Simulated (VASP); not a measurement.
Write the native input for VASP 6.6.1 that does the following.

```yaml
Task: single point
Functional: r2SCAN
Potentials_or_basis: VASP PAW PBE potentials, release 64 (Fe)
Cutoff: 660 eV
k_mesh: 8 × 8 × 8
Occupations: gaussian, width 0.1 eV
Spin: collinear spin, ferromagnetic start
Starting_moments: "[4.0] μB"
Dipole_correction: no
Further_INCAR_settings: ALGO = Normal; EDIFF = 1e-06; NBANDS = 14
```

The system is Fe.

```
Fe
1.0
    -1.43152    1.43152    1.43152
     1.43152   -1.43152    1.43152
     1.43152    1.43152   -1.43152
Fe
1
Direct
  0.88800 0.85900 0.11600
```

These files were run (other wordings do the same):

POSCAR

```
Fe
1.0
   -1.4315177495      1.4315177495      1.4315177495
    1.4315177495     -1.4315177495      1.4315177495
    1.4315177495      1.4315177495     -1.4315177495
Fe
1
Direct
    0.8880000000      0.8590000000      0.1160000000
```

INCAR.step1

```
ALGO = Normal
EDIFF = 1E-5
ENCUT = 660
GGA = PE
GGA_COMPAT = F
ISMEAR = 0
ISPIN = 2
LASPH = T
LCHARG = F
LMAXMIX = 4
LREAL = F
LWAVE = T
MAGMOM = 4
NBANDS = 14
NELM = 200
PREC = Accurate
SIGMA = 0.1
```

INCAR.step2

```
ALGO = Normal
EDIFF = 1E-6
ENCUT = 660
GGA_COMPAT = F
ISIF = 2
ISMEAR = 0
ISPIN = 2
ISTART = 1
LASPH = T
LCHARG = F
LMAXMIX = 4
LMIXTAU = T
LORBIT = 11
LREAL = F
LWAVE = F
MAGMOM = 4
METAGGA = R2SCAN
NBANDS = 14
NELM = 200
PREC = Accurate
SIGMA = 0.1
```

KPOINTS

```
k-points
0
Gamma
  8 8 8
```

Potentials or basis: VASP PAW PBE potentials, release 64 (Fe).

Run with:

```sh
$ cat potpaw_PBE.64/Fe/POTCAR > POTCAR
$ cp INCAR.step1 INCAR
$ mpirun -np 1 vasp_std > vasp.out
$ cp INCAR.step2 INCAR
$ mpirun -np 1 vasp_std > vasp.out
```

Results of the run:

The pressure is -0.8 GPa, the net moment is 2.62 μB per cell and the site moments are Fe +2.69 μB. The valence electrons inside the program's atomic spheres are Fe 7.21.

Caveat: the k points lie up to 0.39 Å⁻¹ apart; the PAW data sets were made with another functional, which shifts forces and pressure a little.

Run time: 100 s on 1 thread of Intel Xeon 8259CL, on a shared host, peak memory 0.16 GiB.
